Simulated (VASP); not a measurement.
# TePb (Fm-3m) in VASP: notebook, part 2 of 2

VASP 6.6.1. The steps go on from the part before.

### Step 3. Single point, PBEsol

Contents of INCAR:

```
SYSTEM = TePb
PREC = Accurate
ENCUT = 500
EDIFF = 1E-6
ISMEAR = 0
SIGMA = 0.01
LREAL = .False.
LASPH = .True.
NELM = 120
ALGO = Normal
ISIF = 2
LWAVE = .False.
LCHARG = .False.
GGA = PS
NBANDS = 17
GGA_COMPAT = .False.
```

Contents of KPOINTS:

```
Automatic mesh
0
Gamma
  6 6 6
  0 0 0
```

Contents of POSCAR:

```
TePb
1.0
    0.0000000000      3.2219397504      3.2219397504
    3.2219397504      0.0000000000      3.2219397504
    3.2219397504      3.2219397504      0.0000000000
Pb Te
1 1
Direct
    0.0000000000      0.0000000000      0.0000000000
    0.5000000000      0.5000000000      0.5000000000
```

Potentials or basis: VASP PAW PBE potentials, release 64 (Pb_d, Te).

Command:

```sh
cat potpaw_PBE.64/Pb_d/POTCAR potpaw_PBE.64/Te/POTCAR > POTCAR
mpirun -np 1 vasp_std > vasp.out
```

OUTCAR:

```text
SYSTEM = TePb
   PREC = Accurate
   ENCUT = 500
   EDIFF = 1E-6
   ISMEAR = 0
   LREAL = .False.
   LASPH = .True.
   NELM = 120
   ISIF = 2
   GGA = PS

 ion  position               nearest neighbor table
   1  0.000  0.000  0.000-   2 3.22   2 3.22   2 3.22   2 3.22   2 3.22   2 3.22
   2  0.500  0.500  0.500-   1 3.22   1 3.22   1 3.22   1 3.22   1 3.22   1 3.22

  LATTYP: Found a face centered cubic cell.
 ALAT       =     6.4438795008

  Lattice vectors:

 A1 = (   0.0000000000,   3.2219397504,   3.2219397504)
 A2 = (   3.2219397504,   0.0000000000,   3.2219397504)
 A3 = (   3.2219397504,   3.2219397504,   0.0000000000)

Analysis of symmetry for initial positions (statically):
=====================================================================
 Subroutine PRICEL returns:
 Original cell was already a primitive cell.

 Routine SETGRP: Setting up the symmetry group for a
 face centered cubic supercell.

 Subroutine GETGRP returns: Found 48 space group operations
 (whereof 48 operations were pure point group operations)
 out of a pool of 48 trial point group operations.

The static configuration has the point symmetry O_h .

Analysis of symmetry for dynamics (positions and initial velocities):
=====================================================================
 Subroutine PRICEL returns:
 Original cell was already a primitive cell.

 Routine SETGRP: Setting up the symmetry group for a
 face centered cubic supercell.

 Subroutine GETGRP returns: Found 48 space group operations
 (whereof 48 operations were pure point group operations)
 out of a pool of 48 trial point group operations.

The dynamic configuration has the point symmetry O_h .

 Subroutine INISYM returns: Found 48 space group operations
 (whereof 48 operations are pure point group operations),
 and found     1 'primitive' translations

----------------------------------------------------------------------------------------

[... 102 lines left out ...]
     AMIX     =   0.40;   BMIX     =  1.00
     AMIX_MAG =   1.60;   BMIX_MAG =  1.00
  volume/ion in A,a.u.               =      33.45       225.71
  Fermi-wavevector in a.u.,A,eV,Ry     =   1.094689  2.068662 16.304460  1.198344
  Thomas-Fermi vector in A             =   2.230998
   LORBIT       =      0    0 simple, 1 ext, 2 COOP (PROOUT), +10 PAW based schemes
   GGA     = PS    functional components
   LHFCALC =     F    Hartree Fock is set to
   AEXX    =    0.0000 exact exchange contribution
   IVDW    =     0    specifies the selected vdW correction
   LEPSILON=     F    determine dielectric tensor
   LRPA    =     F    only Hartree local field effects (RPA)
 non-spin polarized calculation
 Gauss-broadening in eV      SIGMA  =   0.01
  energy-cutoff  :      500.00
  volume of cell :       66.89
 maximum number of plane-waves:      1724
 NGX is ok and might be reduce to    36
   NGX = 17   NGY = 17   NGZ = 17

 number of electron      20.0000002 magnetization

 Free energy of the ion-electron system (eV)
  ---------------------------------------------------
  ext. energy  EPLUGINS =         0.00000000
  ---------------------------------------------------
  free energy    TOTEN  =        -8.26003364 eV

  energy without entropy =       -8.26003364  energy(sigma->0) =       -8.26003364

 E-fermi :   5.6215     XC(G=0):  -9.5084

 val. band max:        5.5698187103   @ k =   0.5000   0.0000   0.0000
 cond. band min:       6.2201387029   @ k =   0.5000   0.0000   0.0000
 fundamental gap:      0.6503199926
 Fermi energy:         5.6215050999

 k-point     1 :       0.0000    0.0000    0.0000
  band No.  band energies     occupation
      1     -11.0751      2.00000
      2     -11.0751      2.00000
      3     -11.0634      2.00000
      4     -11.0634      2.00000
      5     -11.0634      2.00000
      6      -6.5351      2.00000
[... 297 lines left out ...]
      4     -11.0459      2.00000
      5     -11.0359      2.00000
      6      -4.6955      2.00000
[... 9 lines left out ...]
     16      16.3124      0.00000
     17      17.1032      0.00000

------------------------ aborting loop because EDIFF is reached ----------------------------------------

  FORCE on cell =-STRESS in cart. coord.  units (eV):
  Direction    XX          YY          ZZ          XY          YZ          ZX
  --------------------------------------------------------------------------------------
  -------------------------------------------------------------------------------------
  Total       -0.0158789     -0.0158789     -0.0158789      0.0000000      0.0000000     -0.0000000
  in kB       -0.3803202     -0.3803202     -0.3803202      0.0000000      0.0000000     -0.0000000
  external PRESSURE =      -0.3803202 kB  Pullay stress =       0.0000000 kB

 VOLUME and BASIS-vectors are now :
 -----------------------------------------------------------------------------
  energy-cutoff  :      500.00
  volume of cell :       66.89
      direct lattice vectors                 reciprocal lattice vectors
     0.000000000  3.221939750  3.221939750    -0.155186018  0.155186018  0.155186018
     3.221939750  0.000000000  3.221939750     0.155186018 -0.155186018  0.155186018
     3.221939750  3.221939750  0.000000000     0.155186018  0.155186018 -0.155186018

 POSITION                                       TOTAL-FORCE (eV/Angst)
 -----------------------------------------------------------------------------------
      0.00000      0.00000      0.00000         0.000000      0.000000      0.000000
      3.22194      3.22194      3.22194        -0.000000      0.000000     -0.000000
 -----------------------------------------------------------------------------------
    total drift:                               -0.000000      0.000000      0.000000

  FREE ENERGIE OF THE ION-ELECTRON SYSTEM (eV)
  ---------------------------------------------------
  free  energy   TOTEN  =        -8.2600336395 eV

  energy  without entropy=       -8.2600336395  energy(sigma->0) =       -8.26003364
```

OSZICAR:

```text
N       E                     dE             d eps       ncg     rms          rms(c)
DAV:   1     0.152141060737E+03    0.15214E+03   -0.90597E+03   544   0.110E+03
DAV:   2     0.204032538674E+01   -0.15010E+03   -0.14608E+03   570   0.288E+02
DAV:   3    -0.810862275897E+01   -0.10149E+02   -0.10097E+02   720   0.829E+01
DAV:   4    -0.836770194756E+01   -0.25908E+00   -0.25898E+00   694   0.151E+01
DAV:   5    -0.837780620912E+01   -0.10104E-01   -0.10104E-01   786   0.261E+00    0.345E+00
DAV:   6    -0.826566349554E+01    0.11214E+00   -0.23828E-01   782   0.375E+00    0.214E+00
DAV:   7    -0.825981770745E+01    0.58458E-02   -0.72020E-02   715   0.141E+00    0.886E-01
DAV:   8    -0.826009745687E+01   -0.27975E-03   -0.80896E-03   694   0.909E-01    0.123E-01
DAV:   9    -0.826003238852E+01    0.65068E-04   -0.99773E-04   832   0.320E-01    0.441E-02
DAV:  10    -0.826003177783E+01    0.61069E-06   -0.91856E-05   687   0.817E-02    0.221E-02
DAV:  11    -0.826003362660E+01   -0.18488E-05   -0.20971E-05   711   0.331E-02    0.136E-02
DAV:  12    -0.826003363949E+01   -0.12888E-07   -0.12131E-06   513   0.902E-03
   1 F= -.82600336E+01 E0= -.82600336E+01  d E =-.261173E-15
```

Wall time 18 s (1 thread of Intel Xeon Platinum 8259CL at 2.50GHz (Skylake/Cascade Lake), shared host); peak memory 0.2 GiB.

What came out:

```yaml
Free_energy: -8.2600 eV
Pressure: 0.0 GPa
Band_gap_on_the_k_mesh: 0.65 eV
```

Levels at points of the mesh, in eV from the valence-band top:
| k point | band 6 | band 7 | band 8 | band 9 | band 10 | band 11 | band 12 | band 13 | band 14 | band 15 |
| --- | --- | --- | --- | --- | --- | --- | --- | --- | --- | --- |
| (0.00, 0.00, 0.00) | -12.10 | -5.59 | -1.37 | -1.37 | -1.37 | 4.07 | 4.07 | 4.07 | 5.74 | 5.74 |
| (0.50, 0.00, 0.00) | -10.64 | -8.65 | -0.90 | -0.90 | 0.00 | 0.65 | 1.22 | 1.22 | 8.30 | 9.21 |
| (0.50, 0.50, 0.00) | -10.38 | -7.32 | -4.59 | -2.85 | -2.85 | 3.17 | 5.49 | 5.49 | 6.73 | 10.15 |

Caveat: the PAW data sets were made with another functional, which shifts forces and pressure a little; spin-orbit coupling is left out, which moves the levels of the heavy elements. A k mesh can miss the band edges.

### Step 4. Relaxation of cell and atoms, PBEsol

This run uses another cell than the first one, of 33.73 Å³/atom.

Contents of INCAR:

```
PREC     = Accurate       # precision mode
ENCUT    = 500            # plane-wave cutoff, eV
EDIFF    = 1E-7           # SCF threshold, eV
ISMEAR   = 0              # smearing method
SIGMA    = 0.02           # smearing width, eV
LREAL    = False          # projectors in reciprocal space
LASPH    = True           # aspherical terms in the spheres
NELM     = 120            # most SCF steps
ALGO     = Normal         # electronic algorithm
ISIF     = 3              # what is computed and relaxed
LWAVE    = False          # write WAVECAR
LCHARG   = False          # write CHGCAR
GGA      = PS             # functional
IBRION   = 2              # ionic algorithm
NSW      = 100            # ionic steps
EDIFFG   = -0.002         # ionic threshold
GGA_COMPAT= False        
NELMIN   = 4
```

Contents of KPOINTS:

```
Automatic mesh
0
Gamma
  6 6 6
```

Contents of POSCAR:

```
TePb
1.0
    0.0000000000      3.2310000000      3.2310000000
    3.2310000000      0.0000000000      3.2310000000
    3.2310000000      3.2310000000      0.0000000000
Pb Te
1 1
Direct
    0.0000000000      0.0000000000      0.0000000000
    0.5000000000      0.5000000000      0.5000000000
```

Command:

```sh
cat potpaw_PBE.64/Pb_d/POTCAR potpaw_PBE.64/Te/POTCAR > POTCAR
mpirun -np 1 vasp_std > vasp.out
```

It took 38 s on 1 thread of Intel Xeon Platinum 8259CL at 2.50GHz (Skylake/Cascade Lake), shared host; peak memory 0.22 GiB.

Results (log left out):

* Free energy: -8.2602 eV
* Relaxed volume: 33.43 Å³/atom
* Relaxed cell: a = 4.556 Å, b = 4.556 Å, c = 4.556 Å, α = 60.00°, β = 60.00°, γ = 60.00°
* Space group after relaxing (to 0.1 Å): Fm-3m (No. 225)
* Energy gained by relaxing: 0.4 meV/atom
* Ionic steps: 3
* Pressure after relaxing: 0.0 GPa
* Band gap on the k mesh: 0.65 eV

Step by step:
```tsv
step	energy change (eV)	largest force (eV/Å)	pressure (GPa)	volume (Å³)
1	0.0000	0.0000	-0.40	67.46
2	-0.0007	0.0000	0.15	66.64
3	-0.0008	0.0000	0.00	66.85
```

Final structure:
```cif
data_structure
_symmetry_space_group_name_H-M 'P 1'
_symmetry_Int_Tables_number 1
_cell_length_a 4.5556
_cell_length_b 4.5556
_cell_length_c 4.5556
_cell_angle_alpha 60.000
_cell_angle_beta 60.000
_cell_angle_gamma 60.000
_cell_volume 66.85
loop_
_atom_site_label
_atom_site_type_symbol
_atom_site_fract_x
_atom_site_fract_y
_atom_site_fract_z
_atom_site_occupancy
Pb1 Pb 0.00000 0.00000 0.00000 1
Te1 Te 0.50000 0.50000 0.50000 1
```

Levels at points of the mesh, in eV from the valence-band top:
| k point | band 7 | band 8 | band 9 | band 10 | band 11 | band 12 | band 13 | band 14 |
| --- | --- | --- | --- | --- | --- | --- | --- | --- |
| (0.00, 0.00, 0.00) | -5.59 | -1.37 | -1.37 | -1.37 | 4.07 | 4.07 | 4.07 | 5.74 |
| (0.50, 0.00, 0.00) | -8.65 | -0.90 | -0.90 | 0.00 | 0.65 | 1.22 | 1.22 | 8.30 |
| (0.50, 0.50, 0.00) | -7.32 | -4.60 | -2.86 | -2.86 | 3.17 | 5.49 | 5.49 | 6.73 |

Caveat: the PAW data sets were made with another functional, which shifts forces and pressure a little; spin-orbit coupling is left out, which moves the levels of the heavy elements. A k mesh can miss the band edges.

### Step 5. Overview

| task | cell | smearing | gap on the mesh (eV) | pressure (GPa) |
| --- | --- | --- | --- | --- |
| single point | a = 4.557 Å, angles 60.0°, 2 atoms | gaussian 0.02 eV | 0.65 | 0.0 |
| single point | a = 4.557 Å, angles 60.0°, 2 atoms | gaussian 0.01 eV | 0.65 | 0.0 |
| relaxation of cell and atoms | relaxed from a = 4.569 Å, angles 60.0°, 2 atoms | gaussian 0.02 eV | 0.65 | 0.0 |

Alike in all rows: level PBEsol; potentials or basis VASP PAW PBE potentials, release 64 (Pb_d, Te); no spin polarisation; k mesh 6 × 6 × 6; cutoff (eV) 500.

Caveats: the PAW data sets were made with another functional, which shifts forces and pressure a little; spin-orbit coupling is left out, which moves the levels of the heavy elements.

Absolute energies hang on the potentials; compare differences alone.
